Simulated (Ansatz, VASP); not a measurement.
## AlB2P3: VASP beside Ansatz

```
Al B P
1.0
     3.48407    0.00000    0.00000
    -1.74204    3.01729    0.00000
     0.00000    0.00000   17.34238
Al B P
2 4 6
Direct
  0.66667 0.33333 0.50014
  0.33333 0.66667 0.00014
  0.66667 0.33333 0.16680
  0.66667 0.33333 0.83347
  0.33333 0.66667 0.33347
  0.33333 0.66667 0.66680
  0.66667 0.33333 0.29153
  0.66667 0.33333 0.62486
  0.66667 0.33333 0.95820
  0.33333 0.66667 0.12486
  0.33333 0.66667 0.45820
  0.33333 0.66667 0.79153
```

Alike in both runs: task relaxation of cell and atoms; functional PBE; k mesh 6 × 6 × 1; occupations gaussian, width 0.1 eV; no spin polarisation.

```csv
,VASP,Ansatz
version,VASP 6.6.1,Ansatz 0.2.0
potentials or method,"VASP PAW PBE potentials, release 64 (Al, B, P), cutoff 600 eV","scalar-relativistic, plane waves, PAW"
valence electrons in the cell,48,48
```

```csv
,VASP,Ansatz,Ansatz less VASP
"gap on the k mesh at the Fermi level, each at its own relaxed structure (eV)",0.18,0.20,+0.013
relaxed volume (Å³/atom),14.52,14.57,+0.050
relaxed cell length with the largest relative difference (Å),3.397,3.402,+0.0050
```
